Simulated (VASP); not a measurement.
# Mg3Te2 (P4/mmm) in VASP: further runs, part 2 of 3

VASP 6.6.1. The steps go on from the part before.

## Step 3: Single point, PBE

This run uses another cell than the first one, of 43.64 Å³/atom.

INCAR reads:

```
  ALGO = Normal
  EDIFF = 1E-6
  ENCUT = 520
  GGA = PE
  ISIF = 2
  ISMEAR = 0
  LASPH = T
  LCHARG = F
  LREAL = F
  LWAVE = F
  NBANDS = 17
  NELM = 60
  PREC = Accurate
  SIGMA = 0.1
```

KPOINTS reads:

```
k-points
0
Gamma
  4 4 2
```

POSCAR reads:

```
Mg3Te2
1.0
    4.3633254614      0.0000000000      0.0000000000
    0.0000000000      4.3633254614      0.0000000000
    0.0000000000      0.0000000000     11.4606628473
Mg Te
3 2
Direct
    0.5000000000      0.5000000000      0.2502706147
    0.5000000000      0.5000000000      0.7497293853
    0.5000000000      0.5000000000      0.5000000000
    0.5000000000      0.5000000000      0.0000000000
    0.0000000000      0.0000000000      0.0000000000
```

Potentials or basis: VASP PAW PBE potentials, release 64 (Mg, Te).

Launch:

```bash
> cat potpaw_PBE.64/Mg/POTCAR potpaw_PBE.64/Te/POTCAR > POTCAR
> mpirun -np 1 vasp_std > vasp.out
```

OUTCAR:

```text
EDIFF = 1E-6
   ENCUT = 520
   GGA = PE
   ISIF = 2
   ISMEAR = 0
   LASPH = T
   LREAL = F
   NELM = 60
   PREC = Accurate

 ion  position               nearest neighbor table
   1  0.500  0.500  0.250-   3 2.86   4 2.87
   2  0.500  0.500  0.750-   3 2.86   4 2.87
   3  0.500  0.500  0.500-   1 2.86   2 2.86
   4  0.500  0.500  0.000-   1 2.87   2 2.87   5 3.09   5 3.09   5 3.09   5 3.09
   5  0.000  0.000  0.000-   4 3.09   4 3.09   4 3.09   4 3.09

  LATTYP: Found a simple tetragonal cell.
 ALAT       =     4.3633254614
 C/A-ratio  =     2.6265890428

  Lattice vectors:

 A1 = (   4.3633254614,   0.0000000000,   0.0000000000)
 A2 = (   0.0000000000,   4.3633254614,   0.0000000000)
 A3 = (   0.0000000000,   0.0000000000,  11.4606628473)

Analysis of symmetry for initial positions (statically):
=====================================================================
 Subroutine PRICEL returns:
 Original cell was already a primitive cell.

 Routine SETGRP: Setting up the symmetry group for a
 simple tetragonal supercell.

 Subroutine GETGRP returns: Found 16 space group operations
 (whereof 16 operations were pure point group operations)
 out of a pool of 16 trial point group operations.

The static configuration has the point symmetry D_4h.

Analysis of symmetry for dynamics (positions and initial velocities):
=====================================================================
 Subroutine PRICEL returns:
 Original cell was already a primitive cell.

 Routine SETGRP: Setting up the symmetry group for a
 simple tetragonal supercell.

 Subroutine GETGRP returns: Found 16 space group operations
 (whereof 16 operations were pure point group operations)
 out of a pool of 16 trial point group operations.

The dynamic configuration has the point symmetry D_4h.

 Subroutine INISYM returns: Found 16 space group operations
 (whereof 16 operations are pure point group operations),
 and found     1 'primitive' translations

----------------------------------------------------------------------------------------

                                     Primitive cell

  volume of cell :     218.1951

  direct lattice vectors                    reciprocal lattice vectors
     4.363325461  0.000000000  0.000000000     0.229182996  0.000000000  0.000000000
     0.000000000  4.363325461  0.000000000     0.000000000  0.229182996  0.000000000
     0.000000000  0.000000000 11.460662847     0.000000000  0.000000000  0.087254988

  length of vectors
     4.363325461  4.363325461 11.460662847     0.229182996  0.229182996  0.087254988

  position of ions in fractional coordinates (direct lattice)
     0.500000000  0.500000000  0.250270615
     0.500000000  0.500000000  0.749729385
     0.500000000  0.500000000  0.500000000
     0.500000000  0.500000000  0.000000000
     0.000000000  0.000000000  0.000000000

  ion indices of the primitive-cell ions
   primitive index   ion index
                 1           1
                 2           2
                 3           3
                 4           4
                 5           5

----------------------------------------------------------------------------------------

 KPOINTS: k-points

[... 28 lines left out ...]
  0.500000  0.250000  0.000000      4.000000
  0.500000  0.500000  0.000000      1.000000
  0.000000  0.000000  0.500000      1.000000
  0.250000  0.000000  0.500000      4.000000
  0.500000  0.000000  0.500000      2.000000
  0.250000  0.250000  0.500000      4.000000
  0.500000  0.250000  0.500000      4.000000
  0.500000  0.500000  0.500000      1.000000
   k-points           NKPTS =     12   k-points in BZ     NKDIM =     12   number of bands    NBANDS=     17
   number of dos      NEDOS =    301   number of ions     NIONS =      5
   total plane-waves  NPLWV =  92160
   dimension x,y,z NGX =    32 NGY =   32 NGZ =   90
   dimension x,y,z NGXF=    64 NGYF=   64 NGZF=  180
   ions per type =               3   2
   NGX,Y,Z   is equivalent  to a cutoff of  12.19, 12.19, 13.06 a.u.
   NGXF,Y,Z  is equivalent  to a cutoff of  24.38, 24.38, 26.11 a.u.
 SYSTEM =  unknown system
   PREC   = accura    normal or accurate (medium, high low for compatibility)
   ISTART =      0    job   : 0-new  1-cont  2-samecut
   ICHARG =      2    charge: 1-file 2-atom 10-const
   ISPIN  =      1    spin polarized calculation?
   LNONCOLLINEAR =      F non collinear calculations
   LSORBIT =      F    spin-orbit coupling
   LASPH  =      T    aspherical Exc in radial PAW
   ENCUT  =  520.0 eV  38.22 Ry    6.18 a.u.   8.11  8.11 21.31*2*pi/ulx,y,z
   NELM   =     60;   NELMIN=  2; NELMDL= -5     # of ELM steps
   EDIFF  = 0.1E-05   stopping-criterion for ELM
   LREAL  =      F    real-space projection
   EDIFFG = 0.1E-04   stopping-criterion for IOM
   NSW    =      0    number of steps for IOM
   IBRION =     -1    ionic relax: 0-MD 1-quasi-New 2-CG
   NFREE  =      0    steps in history (QN), initial steepest desc. (CG)
   ISIF   =      2    stress and relaxation
   ISYM   =      2    0-nonsym 1-usesym 2-fastsym
   POTIM  = 0.5000    time-step for ionic-motion
   TEBEG  =    0.0;   TEEND  =   0.0 temperature during run
   PSTRESS=    0.0 pullay stress
   NELECT =      18.0000    total number of electrons
   NUPDOWN=      -1.0000    fix difference up-down
   EMIN   =  10.00;   EMAX   =-10.00  energy-range for DOS
   EFERMI =   0.00;   METHOD = LEGACY
   ISMEAR =     0;   SIGMA  =   0.10  broadening in eV -4-tet -1-fermi 0-gaus
   EFERMI_NEDOS =   21; number of points for ismear=-14 and -15
   IALGO  =     38    algorithm
   IMIX   =      4    mixing-type and parameters
     AMIX     =   0.40;   BMIX     =  1.00
     AMIX_MAG =   1.60;   BMIX_MAG =  1.00
  volume/ion in A,a.u.               =      43.64       294.49
  Fermi-wavevector in a.u.,A,eV,Ry     =   0.712663  1.346737  6.910237  0.507888
  Thomas-Fermi vector in A             =   1.800097
   LORBIT       =      0    0 simple, 1 ext, 2 COOP (PROOUT), +10 PAW based schemes
   GGA     = PE    functional components
   LHFCALC =     F    Hartree Fock is set to
   AEXX    =    0.0000 exact exchange contribution
   IVDW    =     0    specifies the selected vdW correction
   LEPSILON=     F    determine dielectric tensor
   LRPA    =     F    only Hartree local field effects (RPA)
 non-spin polarized calculation
 Gauss-broadening in eV      SIGMA  =   0.10
  energy-cutoff  :      520.00
  volume of cell :      218.20
 maximum number of plane-waves:      5928
   NGX = 17   NGY = 17   NGZ = 43

 number of electron      18.0000001 magnetization

 Free energy of the ion-electron system (eV)
  ---------------------------------------------------
  ext. energy  EPLUGINS =         0.00000000
  ---------------------------------------------------
  free energy    TOTEN  =        -8.85448493 eV

  energy without entropy =       -8.83127791  energy(sigma->0) =       -8.84288142

 E-fermi :   1.8022     XC(G=0):  -6.9664

 val. band max:        1.7758611105   @ k =   0.5000   0.5000   0.0000
 cond. band min:       1.8323779643   @ k =   0.5000   0.2500   0.5000
 fundamental gap:      0.0565168538
 Fermi energy:         1.8021809812

 k-point     1 :       0.0000    0.0000    0.0000
  band No.  band energies     occupation
      1     -11.8546      2.00000
      2      -7.4002      2.00000
      3      -3.6024      2.00000
      4      -2.6332      2.00000
      5      -2.6332      2.00000
      6      -2.0155      2.00000
[... 217 lines left out ...]
      4      -4.4132      2.00000
      5      -2.1520      2.00000
      6      -0.1741      2.00000
[... 9 lines left out ...]
     16       4.7937      0.00000
     17       5.1897      0.00000

------------------------ aborting loop because EDIFF is reached ----------------------------------------

  FORCE on cell =-STRESS in cart. coord.  units (eV):
  Direction    XX          YY          ZZ          XY          YZ          ZX
  --------------------------------------------------------------------------------------
  -------------------------------------------------------------------------------------
  Total       -0.0905623     -0.0905623      0.2111116      0.0000000      0.0000000      0.0000000
  in kB       -0.6649869     -0.6649869      1.5501643      0.0000000      0.0000000      0.0000000
  external PRESSURE =       0.0733968 kB  Pullay stress =       0.0000000 kB

 VOLUME and BASIS-vectors are now :
 -----------------------------------------------------------------------------
  energy-cutoff  :      520.00
  volume of cell :      218.20
      direct lattice vectors                 reciprocal lattice vectors
     4.363325461  0.000000000  0.000000000     0.229182996  0.000000000  0.000000000
     0.000000000  4.363325461  0.000000000     0.000000000  0.229182996  0.000000000
     0.000000000  0.000000000 11.460662847     0.000000000  0.000000000  0.087254988

 POSITION                                       TOTAL-FORCE (eV/Angst)
 -----------------------------------------------------------------------------------
      2.18166      2.18166      2.86827         0.000000      0.000000      0.029346
      2.18166      2.18166      8.59240         0.000000     -0.000000     -0.029346
      2.18166      2.18166      5.73033         0.000000      0.000000     -0.000000
      2.18166      2.18166      0.00000         0.000000      0.000000     -0.000000
      0.00000      0.00000      0.00000         0.000000      0.000000     -0.000000
 -----------------------------------------------------------------------------------
    total drift:                               -0.000000     -0.000000     -0.000000

  FREE ENERGIE OF THE ION-ELECTRON SYSTEM (eV)
  ---------------------------------------------------
  free  energy   TOTEN  =        -8.8544849279 eV

  energy  without entropy=       -8.8312779086  energy(sigma->0) =       -8.84288142
```

OSZICAR:

```text
N       E                     dE             d eps       ncg     rms          rms(c)
DAV:   1     0.527855323409E+02    0.52786E+02   -0.52752E+03   408   0.751E+02
DAV:   2    -0.332348726982E+01   -0.56109E+02   -0.49984E+02   532   0.998E+01
DAV:   3    -0.903872171830E+01   -0.57152E+01   -0.55244E+01   515   0.318E+01
DAV:   4    -0.916964334520E+01   -0.13092E+00   -0.13055E+00   556   0.584E+00
DAV:   5    -0.917194164022E+01   -0.22983E-02   -0.22981E-02   547   0.784E-01    0.107E+01
DAV:   6    -0.893456382511E+01    0.23738E+00   -0.56068E-01   492   0.230E+00    0.580E+00
DAV:   7    -0.885511637977E+01    0.79447E-01   -0.13067E-01   451   0.138E+00    0.270E+00
DAV:   8    -0.886297484296E+01   -0.78585E-02   -0.41606E-02   536   0.895E-01    0.440E-01
DAV:   9    -0.886134001484E+01    0.16348E-02   -0.27176E-02   447   0.607E-01    0.265E-01
DAV:  10    -0.885772543837E+01    0.36146E-02   -0.21014E-03   458   0.204E-01    0.187E-01
DAV:  11    -0.885441718941E+01    0.33082E-02   -0.38146E-03   446   0.234E-01    0.482E-02
DAV:  12    -0.885466805432E+01   -0.25086E-03   -0.63608E-04   509   0.966E-02    0.762E-02
DAV:  13    -0.885453781040E+01    0.13024E-03   -0.54314E-05   504   0.317E-02    0.505E-02
DAV:  14    -0.885449352343E+01    0.44287E-04   -0.41339E-05   518   0.242E-02    0.185E-02
DAV:  15    -0.885448391804E+01    0.96054E-05   -0.11543E-05   520   0.126E-02    0.274E-03
DAV:  16    -0.885448492115E+01   -0.10031E-05   -0.29263E-06   429   0.589E-03    0.579E-03
DAV:  17    -0.885448492794E+01   -0.67907E-08   -0.11052E-07   225   0.156E-03
   1 F= -.88544849E+01 E0= -.88428814E+01  d E =-.232070E-01
```

stdout:

```text
POSCAR found type information on POSCAR MgTe
 POSCAR found :  2 types and       5 ions
 scaLAPACK will be used
 LDA part: xc-table for (Slater+PW92), standard interpolation
 POSCAR, INCAR and KPOINTS ok, starting setup
 FFT: planning ... GRIDC
 FFT: planning ... GRID_SOFT
 FFT: planning ... GRID
 WAVECAR not read
 entering main loop
```

Wall time 36 s (1 thread of Intel Xeon 6975P-C (Granite Rapids), shared host); peak memory 0.31 GiB.

What came out:

```
Free energy            : -8.8545 eV
Pressure               : 0.0 GPa
Largest force          : 0.029 eV/Å
Band gap on the k mesh : zero (bands 9 and 10 overlap by 2.39 eV)
```

Forces in eV/Å, atoms in the order of the input:
```
Mg   0.000  0.000  0.029
Mg   0.000  0.000 -0.029
Mg   0.000  0.000  0.000
Te   0.000  0.000  0.000
Te   0.000  0.000  0.000
```

Stress tensor (GPa, compression positive):
```
-0.07  0.00  0.00
 0.00 -0.07  0.00
 0.00  0.00  0.16
```

Caveat: spin-orbit coupling is left out, which moves the levels of the heavy elements.

## Step 4: Single point, PBE

This run uses another cell than the first one, of 44.22 Å³/atom.

INCAR reads:

```
SYSTEM = Mg3Te2
  ALGO = Fast
  EDIFF = 1E-6
  ENCUT = 520
  GGA = PE
  ISIF = 2
  ISMEAR = 0
  LASPH = .True.
  LCHARG = .False.
  LREAL = .False.
  LWAVE = .False.
  NBANDS = 17
  NELM = 60
  PREC = Accurate
  SIGMA = 0.1
```

KPOINTS reads:

```
k-points
0
Gamma
  8 8 4
  0 0 0
```

POSCAR reads:

```
Mg3Te2
1.0
    4.4173343364      0.0000000000      0.0000000000
    0.0000000000      4.4173343364      0.0000000000
    0.0000000000      0.0000000000     11.3315199396
Mg Te
3 2
Direct
    0.5000000000      0.5000000000      0.2474739723
    0.5000000000      0.5000000000      0.7525260277
    0.5000000000      0.5000000000      0.5000000000
    0.5000000000      0.5000000000      0.0000000000
    0.0000000000      0.0000000000      0.0000000000
```

Potentials or basis: VASP PAW PBE potentials, release 64 (Mg, Te).

Launch:

```bash
> cat potpaw_PBE.64/Mg/POTCAR potpaw_PBE.64/Te/POTCAR > POTCAR
> mpirun -np 1 vasp_std > vasp.out
```

OUTCAR:

```text
SYSTEM = Mg3Te2
   EDIFF = 1E-6
   ENCUT = 520
   GGA = PE
   ISIF = 2
   ISMEAR = 0
   LASPH = .True.
   LREAL = .False.
   NELM = 60
   PREC = Accurate

 ion  position               nearest neighbor table
   1  0.500  0.500  0.247-   4 2.80   3 2.86
   2  0.500  0.500  0.753-   4 2.80   3 2.86
   3  0.500  0.500  0.500-   1 2.86   2 2.86
   4  0.500  0.500  0.000-   1 2.80   2 2.80   5 3.12   5 3.12   5 3.12   5 3.12
   5  0.000  0.000  0.000-   4 3.12   4 3.12   4 3.12   4 3.12

  LATTYP: Found a simple tetragonal cell.
 ALAT       =     4.4173343364
 C/A-ratio  =     2.5652393676

  Lattice vectors:

 A1 = (   4.4173343364,   0.0000000000,   0.0000000000)
 A2 = (   0.0000000000,   4.4173343364,   0.0000000000)
 A3 = (   0.0000000000,   0.0000000000,  11.3315199396)

Analysis of symmetry for initial positions (statically):
=====================================================================
 Subroutine PRICEL returns:
 Original cell was already a primitive cell.

 Routine SETGRP: Setting up the symmetry group for a
[... 172 lines left out ...]
  free energy    TOTEN  =        -8.80272181 eV

  energy without entropy =       -8.78900022  energy(sigma->0) =       -8.79586101

 E-fermi :   1.7817     XC(G=0):  -6.9039

 val. band max:        1.7267882561   @ k =   0.3750   0.0000   0.2500
 cond. band min:       1.7849877730   @ k =   0.1250   0.0000   0.2500
 fundamental gap:      0.0581995168
 Fermi energy:         1.7817062148

 k-point     1 :       0.0000    0.0000    0.0000
  band No.  band energies     occupation
      1     -11.5433      2.00000
      2      -7.3764      2.00000
      3      -3.5421      2.00000
      4      -2.3747      2.00000
      5      -2.3747      2.00000
      6      -2.1379      2.00000
[... 457 lines left out ...]
      4      -1.7709      2.00000
      5      -1.6661      2.00000
      6      -0.9207      2.00000
[... 9 lines left out ...]
     16       4.9784      0.00000
     17       5.8775      0.00000

 [... further k-points ...]
[... 5 lines left out ...]
  --------------------------------------------------------------------------------------
  -------------------------------------------------------------------------------------
  Total       -0.0311793     -0.0311793     -0.0233863      0.0000000      0.0000000     -0.0000000
  in kB       -0.2259267     -0.2259267     -0.1694584      0.0000000      0.0000000     -0.0000000
  external PRESSURE =      -0.2071040 kB  Pullay stress =       0.0000000 kB

 VOLUME and BASIS-vectors are now :
 -----------------------------------------------------------------------------
  energy-cutoff  :      520.00
  volume of cell :      221.11
      direct lattice vectors                 reciprocal lattice vectors
     4.417334336  0.000000000  0.000000000     0.226380872  0.000000000  0.000000000
     0.000000000  4.417334336  0.000000000     0.000000000  0.226380872  0.000000000
     0.000000000  0.000000000 11.331519940     0.000000000  0.000000000  0.088249414

 POSITION                                       TOTAL-FORCE (eV/Angst)
 -----------------------------------------------------------------------------------
      2.20867      2.20867      2.80426         0.000000     -0.000000      0.006911
      2.20867      2.20867      8.52726         0.000000      0.000000     -0.006911
      2.20867      2.20867      5.66576         0.000000      0.000000      0.000000
      2.20867      2.20867      0.00000         0.000000      0.000000      0.000000
      0.00000      0.00000      0.00000         0.000000      0.000000      0.000000
 -----------------------------------------------------------------------------------
    total drift:                               -0.000000      0.000000     -0.000000

  FREE ENERGIE OF THE ION-ELECTRON SYSTEM (eV)
  ---------------------------------------------------
  free  energy   TOTEN  =        -8.8027218126 eV

  energy  without entropy=       -8.7890002160  energy(sigma->0) =       -8.79586101
```

OSZICAR:

```text
N       E                     dE             d eps       ncg     rms          rms(c)
DAV:   1     0.519246929104E+02    0.51925E+02   -0.53160E+03  1530   0.754E+02
DAV:   2    -0.380827948227E+01   -0.55733E+02   -0.49848E+02  2085   0.998E+01
DAV:   3    -0.917745172166E+01   -0.53692E+01   -0.52190E+01  1949   0.308E+01
DAV:   4    -0.929571579523E+01   -0.11826E+00   -0.11808E+00  2045   0.560E+00
DAV:   5    -0.929772850344E+01   -0.20127E-02   -0.20125E-02  2044   0.749E-01    0.113E+01
RMM:   6    -0.884444334592E+01    0.45329E+00   -0.42536E-01  1627   0.194E+00    0.487E+00
RMM:   7    -0.880482160237E+01    0.39622E-01   -0.53984E-02  1666   0.960E-01    0.252E+00
RMM:   8    -0.880308124133E+01    0.17404E-02   -0.31026E-02  1702   0.874E-01    0.237E-01
RMM:   9    -0.880250254799E+01    0.57869E-03   -0.41726E-03  1771   0.347E-01    0.984E-02
RMM:  10    -0.880269191307E+01   -0.18937E-03   -0.87431E-04  1814   0.171E-01    0.484E-02
RMM:  11    -0.880271626048E+01   -0.24347E-04   -0.18692E-04  1830   0.793E-02    0.295E-02
RMM:  12    -0.880272023418E+01   -0.39737E-05   -0.36607E-05  1852   0.361E-02    0.104E-02
RMM:  13    -0.880272148346E+01   -0.12493E-05   -0.15518E-05  1877   0.210E-02    0.356E-03
RMM:  14    -0.880272181255E+01   -0.32909E-06   -0.27969E-06  1501   0.101E-02
   1 F= -.88027218E+01 E0= -.87958610E+01  d E =-.137216E-01
```

Wall time 99 s (1 thread of Intel Xeon 6975P-C (Granite Rapids), shared host); peak memory 0.4 GiB.

What came out:

```yaml
Free_energy: -8.8027 eV
Pressure: 0.0 GPa
Largest_force: 0.007 eV/Å
Band_gap_on_the_k_mesh: zero (bands 9 and 10 overlap by 2.57 eV)
```

Forces in eV/Å, atoms in the order of the input:
```
Mg   0.000  0.000  0.007
Mg   0.000  0.000 -0.007
Mg   0.000  0.000  0.000
Te   0.000  0.000  0.000
Te   0.000  0.000  0.000
```

Caveat: spin-orbit coupling is left out, which moves the levels of the heavy elements.

(Continued in part 3 of 3.)
